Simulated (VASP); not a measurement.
# SrTiO3 (Tausonite) (Pm-3m) in VASP: further runs

Runs on SrTiO3 (Tausonite). Level: LDA. Tasks: single point, relaxation of cell and atoms.

Program: VASP 6.6.1. These are calculated values, not measurements. Logs are shortened: lines on timing, memory, paths and dates and some standing lists are left out, and cuts for length are marked.

## Step 1: The cell of the first run

The structure is cubic, space group Pm-3m (No. 221). Conventional cell: a = 3.854 Å, b = 3.854 Å, c = 3.854 Å, α = 90.00°, β = 90.00°, γ = 90.00°. Within 3.6 Å of Sr (site symmetry m-3m) lie 12 O at 2.73 Å and 8 Ti at 3.34 Å. Ti (site symmetry m-3m) has 6 O at 1.93 Å within 2.6 Å. Within 2.6 Å of O (site symmetry 4/mmm) lie 2 Ti at 1.93 Å.

## Step 2: Single point, LDA

Contents of INCAR:

```
PREC     = Accurate       # precision mode
ENCUT    = 520            # plane-wave cutoff, eV
EDIFF    = 1E-6           # SCF threshold, eV
ISMEAR   = 0              # smearing method
SIGMA    = 0.02           # smearing width, eV
LREAL    = F              # projectors in reciprocal space
LASPH    = T              # aspherical terms in the spheres
NELM     = 60             # most SCF steps
ALGO     = Normal         # electronic algorithm
ISIF     = 2              # what is computed and relaxed
LWAVE    = F              # write WAVECAR
LCHARG   = F              # write CHGCAR
GGA      = CA             # functional
NBANDS   = 28             # bands
```

Contents of KPOINTS:

```
Automatic mesh
0
Gamma
  8 8 8
```

Contents of POSCAR:

```
SrTiO3
1.0
    3.8542116071      0.0000000000      0.0000000000
    0.0000000000      3.8542116071      0.0000000000
    0.0000000000      0.0000000000      3.8542116071
Sr Ti O
1 1 3
Direct
    0.5000000000      0.5000000000      0.5000000000
    0.0000000000      0.0000000000      0.0000000000
    0.5000000000      0.0000000000      0.0000000000
    0.0000000000      0.5000000000      0.0000000000
    0.0000000000      0.0000000000      0.5000000000
```

Potentials or basis: VASP PAW LDA potentials, release 64 (Sr_sv, Ti_sv, O).

Command:

```bash
$ cat potpaw_LDA.64/Sr_sv/POTCAR potpaw_LDA.64/Ti_sv/POTCAR potpaw_LDA.64/O/POTCAR > POTCAR
$ mpirun -np 1 vasp_std > vasp.out
```

OUTCAR:

```text
PREC = Accurate
   ENCUT = 520
   EDIFF = 1E-6
   ISMEAR = 0
   LREAL = F
   LASPH = T
   NELM = 60
   ISIF = 2
   GGA = CA

 ion  position               nearest neighbor table
   1  0.500  0.500  0.500-   3 2.73   4 2.73   5 2.73   3 2.73   4 2.73   3 2.73   5 2.73   3 2.73
                             4 2.73   5 2.73   4 2.73   5 2.73   2 3.34   2 3.34   2 3.34   2 3.34
   2  0.000  0.000  0.000-   3 1.93   4 1.93   5 1.93   5 1.93   4 1.93   3 1.93   1 3.34   1 3.34
                             1 3.34   1 3.34   1 3.34   1 3.34   1 3.34   1 3.34
   3  0.500  0.000  0.000-   2 1.93   2 1.93   1 2.73   1 2.73   1 2.73   1 2.73
   4  0.000  0.500  0.000-   2 1.93   2 1.93   1 2.73   1 2.73   1 2.73   1 2.73
   5  0.000  0.000  0.500-   2 1.93   2 1.93   1 2.73   1 2.73   1 2.73   1 2.73

  LATTYP: Found a simple cubic cell.
 ALAT       =     3.8542116071

  Lattice vectors:

 A1 = (   3.8542116071,   0.0000000000,   0.0000000000)
 A2 = (   0.0000000000,   3.8542116071,   0.0000000000)
 A3 = (   0.0000000000,   0.0000000000,   3.8542116071)

Analysis of symmetry for initial positions (statically):
=====================================================================
 Subroutine PRICEL returns:
 Original cell was already a primitive cell.

 Routine SETGRP: Setting up the symmetry group for a
 simple cubic supercell.

 Subroutine GETGRP returns: Found 48 space group operations
 (whereof 48 operations were pure point group operations)
 out of a pool of 48 trial point group operations.

The static configuration has the point symmetry O_h .

Analysis of symmetry for dynamics (positions and initial velocities):
=====================================================================
 Subroutine PRICEL returns:
 Original cell was already a primitive cell.

 Routine SETGRP: Setting up the symmetry group for a
 simple cubic supercell.

 Subroutine GETGRP returns: Found 48 space group operations
 (whereof 48 operations were pure point group operations)
 out of a pool of 48 trial point group operations.

The dynamic configuration has the point symmetry O_h .

 Subroutine INISYM returns: Found 48 space group operations
 (whereof 48 operations are pure point group operations),
 and found     1 'primitive' translations

----------------------------------------------------------------------------------------

                                     Primitive cell

  volume of cell :      57.2541

  direct lattice vectors                    reciprocal lattice vectors
     3.854211607  0.000000000  0.000000000     0.259456434  0.000000000  0.000000000
     0.000000000  3.854211607  0.000000000     0.000000000  0.259456434  0.000000000
     0.000000000  0.000000000  3.854211607     0.000000000  0.000000000  0.259456434

  length of vectors
     3.854211607  3.854211607  3.854211607     0.259456434  0.259456434  0.259456434

  position of ions in fractional coordinates (direct lattice)
     0.500000000  0.500000000  0.500000000
     0.000000000  0.000000000  0.000000000
     0.500000000  0.000000000  0.000000000
     0.000000000  0.500000000  0.000000000
     0.000000000  0.000000000  0.500000000

  ion indices of the primitive-cell ions
   primitive index   ion index
                 1           1
                 2           2
                 3           3
                 4           4
                 5           5

----------------------------------------------------------------------------------------

 KPOINTS: Automatic mesh

Automatic generation of k-mesh.
 Grid dimensions read from file:
 generate k-points for:    8    8    8

 Generating k-lattice:

  Cartesian coordinates                     Fractional coordinates (reciprocal lattice)
     0.032432054  0.000000000  0.000000000     0.125000000  0.000000000  0.000000000
     0.000000000  0.032432054  0.000000000     0.000000000  0.125000000  0.000000000
     0.000000000  0.000000000  0.032432054     0.000000000  0.000000000  0.125000000

  Length of vectors
     0.032432054  0.032432054  0.032432054

  Shift w.r.t. Gamma in fractional coordinates (k-lattice)
     0.000000000  0.000000000  0.000000000

 Subroutine IBZKPT returns following result:
 ===========================================

 Found     35 irreducible k-points:

 Following reciprocal coordinates:
            Coordinates               Weight
  0.000000  0.000000  0.000000      1.000000
  0.125000  0.000000  0.000000      6.000000
  0.250000  0.000000  0.000000      6.000000
  0.375000  0.000000  0.000000      6.000000
  0.500000  0.000000  0.000000      3.000000
  0.125000  0.125000  0.000000     12.000000
[... 16 lines left out ...]
  0.375000  0.375000  0.125000     24.000000
  0.500000  0.375000  0.125000     24.000000
 [... further k-points ...]
   k-points           NKPTS =     35   k-points in BZ     NKDIM =     35   number of bands    NBANDS=     28
   number of dos      NEDOS =    301   number of ions     NIONS =      5
   total plane-waves  NPLWV =  27000
   dimension x,y,z NGX =    30 NGY =   30 NGZ =   30
   dimension x,y,z NGXF=    60 NGYF=   60 NGZF=   60
   ions per type =               1   1   3
   NGX,Y,Z   is equivalent  to a cutoff of  12.94, 12.94, 12.94 a.u.
   NGXF,Y,Z  is equivalent  to a cutoff of  25.88, 25.88, 25.88 a.u.
 SYSTEM =  unknown system
   PREC   = accura    normal or accurate (medium, high low for compatibility)
   ISTART =      0    job   : 0-new  1-cont  2-samecut
   ICHARG =      2    charge: 1-file 2-atom 10-const
   ISPIN  =      1    spin polarized calculation?
   LNONCOLLINEAR =      F non collinear calculations
   LSORBIT =      F    spin-orbit coupling
   LASPH  =      T    aspherical Exc in radial PAW
   ENCUT  =  520.0 eV  38.22 Ry    6.18 a.u.   7.17  7.17  7.17*2*pi/ulx,y,z
   NELM   =     60;   NELMIN=  2; NELMDL= -5     # of ELM steps
   EDIFF  = 0.1E-05   stopping-criterion for ELM
   LREAL  =      F    real-space projection
   EDIFFG = 0.1E-04   stopping-criterion for IOM
   NSW    =      0    number of steps for IOM
   IBRION =     -1    ionic relax: 0-MD 1-quasi-New 2-CG
   NFREE  =      0    steps in history (QN), initial steepest desc. (CG)
   ISIF   =      2    stress and relaxation
   ISYM   =      2    0-nonsym 1-usesym 2-fastsym
   POTIM  = 0.5000    time-step for ionic-motion
   TEBEG  =    0.0;   TEEND  =   0.0 temperature during run
   PSTRESS=    0.0 pullay stress
   NELECT =      40.0000    total number of electrons
   NUPDOWN=      -1.0000    fix difference up-down
   EMIN   =  10.00;   EMAX   =-10.00  energy-range for DOS
   EFERMI =   0.00;   METHOD = LEGACY
   ISMEAR =     0;   SIGMA  =   0.02  broadening in eV -4-tet -1-fermi 0-gaus
   EFERMI_NEDOS =   21; number of points for ismear=-14 and -15
   IALGO  =     38    algorithm
   IMIX   =      4    mixing-type and parameters
     AMIX     =   0.40;   BMIX     =  1.00
     AMIX_MAG =   1.60;   BMIX_MAG =  1.00
  volume/ion in A,a.u.               =      11.45        77.27
  Fermi-wavevector in a.u.,A,eV,Ry     =   1.452644  2.745100 28.710679  2.110175
  Thomas-Fermi vector in A             =   2.570002
   LORBIT       =      0    0 simple, 1 ext, 2 COOP (PROOUT), +10 PAW based schemes
   GGA     = CA    functional components
   LHFCALC =     F    Hartree Fock is set to
   AEXX    =    0.0000 exact exchange contribution
   IVDW    =     0    specifies the selected vdW correction
   LEPSILON=     F    determine dielectric tensor
   LRPA    =     F    only Hartree local field effects (RPA)
 non-spin polarized calculation
 Gauss-broadening in eV      SIGMA  =   0.02
  energy-cutoff  :      520.00
  volume of cell :       57.25
 maximum number of plane-waves:      1568
 NGX is ok and might be reduce to    30
   NGX = 15   NGY = 15   NGZ = 15

 number of electron      40.0000029 magnetization

 Free energy of the ion-electron system (eV)
  ---------------------------------------------------
  ext. energy  EPLUGINS =         0.00000000
  ---------------------------------------------------
  free energy    TOTEN  =       -44.17624578 eV

  energy without entropy =      -44.17624578  energy(sigma->0) =      -44.17624578

 E-fermi :   4.3658     XC(G=0): -12.0010

 val. band max:        4.2105204498   @ k =   0.5000   0.5000   0.5000
 cond. band min:       6.0264250882   @ k =   0.0000   0.0000   0.0000
 fundamental gap:      1.8159046384
 Fermi energy:         4.3658093928

 k-point     1 :       0.0000    0.0000    0.0000
  band No.  band energies     occupation
      1     -51.3571      2.00000
      2     -28.1703      2.00000
      3     -28.0377      2.00000
      4     -28.0377      2.00000
      5     -28.0377      2.00000
      6     -13.0646      2.00000
[... 20 lines left out ...]
     27       9.4780      0.00000
     28      10.5576      0.00000

 k-point     2 :       0.1250    0.0000    0.0000
  band No.  band energies     occupation
      1     -51.3567      2.00000
      2     -28.1875      2.00000
      3     -28.0371      2.00000
      4     -28.0371      2.00000
      5     -28.0289      2.00000
      6     -13.0787      2.00000
[... 20 lines left out ...]
     27       9.7683      0.00000
     28      10.9391      0.00000

 k-point     3 :       0.2500    0.0000    0.0000
  band No.  band energies     occupation
      1     -51.3560      2.00000
      2     -28.2251      2.00000
      3     -28.0357      2.00000
      4     -28.0357      2.00000
      5     -28.0112      2.00000
      6     -13.1723      2.00000
[... 20 lines left out ...]
     27      10.5116      0.00000
     28      11.9663      0.00000

 k-point     4 :       0.3750    0.0000    0.0000
  band No.  band energies     occupation
      1     -51.3553      2.00000
      2     -28.2599      2.00000
      3     -28.0343      2.00000
      4     -28.0343      2.00000
      5     -27.9961      2.00000
      6     -13.3077      2.00000
[... 578 lines left out ...]
     27      12.4269      0.00000
     28      12.7754      0.00000

 k-point    23 :       0.3750    0.3750    0.1250
  band No.  band energies     occupation
      1     -51.3532      2.00000
      2     -28.1804      2.00000
      3     -28.1099      2.00000
      4     -28.0519      2.00000
      5     -28.0404      2.00000
      6     -12.6520      2.00000
[... 20 lines left out ...]
     27      12.5288      0.00000
     28      12.9798      0.00000

 k-point    24 :       0.5000    0.3750    0.1250
  band No.  band energies     occupation
      1     -51.3529      2.00000
      2     -28.1693      2.00000
      3     -28.1095      2.00000
      4     -28.0684      2.00000
      5     -28.0437      2.00000
      6     -12.5552      2.00000
[... 20 lines left out ...]
     27      12.7635      0.00000
     28      13.1005      0.00000

 [... further k-points ...]
[... 5 lines left out ...]
  --------------------------------------------------------------------------------------
  -------------------------------------------------------------------------------------
  Total        0.3950214      0.3950214      0.3950214     -0.0000000      0.0000000     -0.0000000
  in kB       11.0541301     11.0541301     11.0541301     -0.0000000      0.0000000     -0.0000000
  external PRESSURE =      11.0541301 kB  Pullay stress =       0.0000000 kB

 VOLUME and BASIS-vectors are now :
 -----------------------------------------------------------------------------
  energy-cutoff  :      520.00
  volume of cell :       57.25
      direct lattice vectors                 reciprocal lattice vectors
     3.854211607  0.000000000  0.000000000     0.259456434  0.000000000  0.000000000
     0.000000000  3.854211607  0.000000000     0.000000000  0.259456434  0.000000000
     0.000000000  0.000000000  3.854211607     0.000000000  0.000000000  0.259456434

 POSITION                                       TOTAL-FORCE (eV/Angst)
 -----------------------------------------------------------------------------------
      1.92711      1.92711      1.92711         0.000000      0.000000      0.000000
      0.00000      0.00000      0.00000         0.000000      0.000000      0.000000
      1.92711      0.00000      0.00000         0.000000      0.000000      0.000000
      0.00000      1.92711      0.00000         0.000000      0.000000      0.000000
      0.00000      0.00000      1.92711         0.000000      0.000000      0.000000
 -----------------------------------------------------------------------------------
    total drift:                                0.000000     -0.000000      0.000000

  FREE ENERGIE OF THE ION-ELECTRON SYSTEM (eV)
  ---------------------------------------------------
  free  energy   TOTEN  =       -44.1762457764 eV

  energy  without entropy=      -44.1762457764  energy(sigma->0) =      -44.17624578
```

Run time: 66 s. Hardware: 1 thread of Intel Xeon Platinum 8375C at 2.90GHz (Ice Lake), shared host; peak memory 0.18 GiB.

Results:

```yaml
Free_energy: -44.1762 eV
Pressure: 1.1 GPa
Band_gap_on_the_k_mesh: 1.82 eV, indirect (least direct gap 2.15 eV)
```

## Step 3: Relaxation of cell and atoms, LDA

This run uses another cell than the first one, of 12.20 Å³/atom, 1.065 times its volume.

Contents of INCAR:

```
  ALGO = Normal
  EDIFF = 1E-6
  EDIFFG = -0.005
  ENCUT = 600
  GGA = CA
  IBRION = 2
  ISIF = 3
  ISMEAR = 0
  LASPH = T
  LCHARG = F
  LREAL = F
  LWAVE = F
  NELM = 100
  NSW = 70
  PREC = Accurate
  SIGMA = 0.02
```

Contents of KPOINTS:

```
k-points
0
Gamma
  8 8 8
```

POSCAR: that of step 2 with these lines changed.

```diff
@@ -2,5 +2,5 @@
 1.0
-    3.8542116071      0.0000000000      0.0000000000
-    0.0000000000      3.8542116071      0.0000000000
-    0.0000000000      0.0000000000      3.8542116071
+    3.9364041142      0.0000000000      0.0000000000
+    0.0000000000      3.9364041142      0.0000000000
+    0.0000000000      0.0000000000      3.9364041142
 Sr Ti O
```

Potentials or basis: VASP PAW LDA potentials, release 64 (Sr_sv, Ti_sv, O).

Command:

```bash
$ cat potpaw_LDA.64/Sr_sv/POTCAR potpaw_LDA.64/Ti_sv/POTCAR potpaw_LDA.64/O/POTCAR > POTCAR
$ mpirun -np 1 vasp_std > vasp.out
```

It took 3.3 min on 1 thread of Intel Xeon Platinum 8375C at 2.90GHz (Ice Lake), shared host; peak memory 0.21 GiB.

The run converged. Its results:

* Free energy: -44.1934 eV
* Relaxed volume: 11.50 Å³/atom
* Relaxed cell: a = 3.860 Å, b = 3.860 Å, c = 3.860 Å, α = 90.00°, β = 90.00°, γ = 90.00°
* Space group after relaxing (to 0.05 Å): Pm-3m (No. 221)
* Energy gained by relaxing: 24.1 meV/atom
* Ionic steps: 6
* Pressure after relaxing: -0.1 GPa
* Band gap on the k mesh: 1.81 eV, indirect (least direct gap 2.15 eV)

Step by step:
| step | energy change (eV) | largest force (eV/Å) | pressure (GPa) | volume (Å³) |
| --- | --- | --- | --- | --- |
| 1 | 0.0000 | 0.0000 | -10.42 | 61.00 |
| 2 | 0.0061 | 0.0000 | 13.23 | 54.26 |
| 3 | -0.1203 | 0.0000 | -0.10 | 57.52 |
| 4 | -0.1203 | 0.0000 | 0.12 | 57.45 |
| 5 | -0.1203 | 0.0000 | -0.09 | 57.52 |
| 6 | -0.1203 | 0.0000 | -0.05 | 57.49 |

Final structure:
```
Sr Ti O
1.0
     3.85953    0.00000    0.00000
     0.00000    3.85953    0.00000
     0.00000    0.00000    3.85953
Sr Ti O
1 1 3
Direct
  0.50000 0.50000 0.50000
  0.00000 0.00000 0.00000
  0.50000 0.00000 0.00000
  0.00000 0.50000 0.00000
  0.00000 0.00000 0.50000
```

Levels at points of the mesh, in eV from the valence-band top:
| k point | band 18 | band 19 | band 20 | band 21 | band 22 | band 23 |
| --- | --- | --- | --- | --- | --- | --- |
| (0.00, 0.00, 0.00) | -0.34 | -0.34 | -0.34 | 1.81 | 1.81 | 1.81 |
| (0.50, 0.00, 0.00) | -2.16 | -0.73 | -0.73 | 2.01 | 3.92 | 3.92 |
| (0.50, 0.50, 0.00) | -1.62 | -1.62 | -0.10 | 3.93 | 3.93 | 4.39 |
| (0.50, 0.50, 0.50) | 0.00 | 0.00 | 0.00 | 4.65 | 4.65 | 4.65 |

A k mesh can miss the band edges. Zero-point motion and thermal expansion aren't in these numbers.
